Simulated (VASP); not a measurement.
Here is a VASP 6.6.1 calculation.

File POSCAR:

```
ZnSnN2
1.0
    3.4454568911      0.0000000000      0.0000000000
    0.0000000000      3.4454568911      0.0000000000
    0.0000000000      0.0000000000      8.9415384047
Zn N Sn
2 4 2
Direct
    0.5000000000      0.0000000000      0.9044325194
    0.0000000000      0.5000000000      0.0955674806
    0.5000000000      0.5000000000      0.0000000000
    0.0000000000      0.0000000000      0.2432612901
    0.5000000000      0.5000000000      0.5000000000
    0.0000000000      0.0000000000      0.7567387099
    0.5000000000      0.0000000000      0.3552999183
    0.0000000000      0.5000000000      0.6447000817
```

INCAR.step1

```
PREC = Accurate ; ENCUT = 520
ISMEAR = -1 ; SIGMA = 0.02
LREAL = False ; LASPH = True
NELM = 80 ; NBANDS = 46
GGA = PE ; ALGO = Normal
EDIFF = 1E-4 ; LWAVE = True
LCHARG = False
```

Contents of INCAR.step2:

```
PREC = Accurate ; ENCUT = 520
EDIFF = 1E-6 ; ISMEAR = -1
SIGMA = 0.02 ; LREAL = False
LASPH = True ; NELM = 80
ALGO = Normal ; ISIF = 2
LWAVE = False ; LCHARG = True
METAGGA = R2SCAN ; LMIXTAU = True
LELF = True ; LVHAR = True
NBANDS = 46 ; ISTART = 1
```

KPOINTS

```
Automatic mesh
0
Gamma
  6 6 2
```

Potentials or basis: VASP PAW PBE potentials, release 64 (Zn, N, Sn_d).

Command:

```sh
$ cat potpaw_PBE.64/Zn/POTCAR potpaw_PBE.64/N/POTCAR potpaw_PBE.64/Sn_d/POTCAR > POTCAR
$ cp INCAR.step1 INCAR
$ mpirun -np 1 vasp_std > vasp.out
$ cp INCAR.step2 INCAR
$ mpirun -np 1 vasp_std > vasp.out
```

(1) Predict the largest force.

(2) Predict the pressure.

(3) Estimate the band gap on the k mesh.

Answers

(1) 0.176 eV/Å.

(2) 5.6 GPa.

(3) zero (band 36 reaches 6.13 eV, above the bottom of band 37 at 6.01 eV).

Caveat: the PAW data sets were made with another functional, which shifts forces and pressure a little; spin-orbit coupling is left out, which moves the levels of the heavy elements.
